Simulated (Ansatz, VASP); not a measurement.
**NaF: VASP beside Ansatz**

```
Na F
1.0
     2.74572    0.00000    0.00000
     0.00000    2.74572    0.00000
     0.00000    0.00000    2.79570
Na F
1 1
Direct
  0.00000 0.00000 0.00000
  0.50000 0.50000 0.50000
```

Change from the starting cell: epitaxial_xy strain -1.7%.

Alike in both runs: task single point; functional r2SCAN; k mesh 10 × 10 × 10; no spin polarisation.

|  | VASP | Ansatz |
| --- | --- | --- |
| version | VASP 6.6.1 | Ansatz 0.2.0 |
| potentials or method | VASP PAW PBE potentials, release 64 (Na_pv, F) | plane waves, PAW |
| plane-wave cutoff (eV) | 520 | 500 |
| occupations | gaussian, width 0.01 eV | fixed |
| valence electrons in the cell | 14 | 16 |

VASP gave:

* gap on the k mesh at the Fermi level (eV): 7.32
* pressure (GPa): 1.4
* traceless stress, the component that is largest in VASP (GPa): -2.18

**Question.** Estimate Ansatz's values.

**Answer.** gap on the k mesh at the Fermi level (eV): 7.26; pressure (GPa): 2.2; traceless stress, the component that is largest in VASP (GPa): -2.17.

VASP's potentials were made for PBE, not for r2SCAN. VASP's potentials hold 14 valence electrons a cell and Ansatz's 16, so a difference there can come from the potentials and not from the codes.
